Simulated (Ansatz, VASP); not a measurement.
## One calculation of TaN, two programs

```
CELL_PARAMETERS angstrom
0.00000 2.21132 2.21132
2.21132 0.00000 2.21132
2.21132 2.21132 0.00000
ATOMIC_POSITIONS crystal
Ta 0.50000 0.50000 0.50000
N 0.00000 0.00000 0.00000
```

Alike in both runs: task single point; functional PBE; k mesh 10 × 10 × 10; occupations gaussian, width 0.014 eV; no spin polarisation.

```csv
,VASP,Ansatz
version,VASP 6.6.1,Ansatz 0.2.0
potentials or method,"VASP PAW PBE potentials, release 64 (Ta_pv, N)",Ansatz PAW
plane-wave cutoff (eV),520,420
valence electrons in the cell,16,18
```

Ansatz gave:

| Item | Value |
| --- | --- |
| gap on the k mesh at the Fermi level (eV) | none |
| pressure (GPa) | -1.4 |

Question: Which values does VASP return?

Answer: gap on the k mesh at the Fermi level (eV): none; pressure (GPa): -0.6.

A gap of «none» marks a metal or a gap that the smearing closes. VASP's potentials hold 16 valence electrons a cell and Ansatz's 18, so a difference there can come from the potentials and not from the codes.

Neither program's run includes spin-orbit coupling.
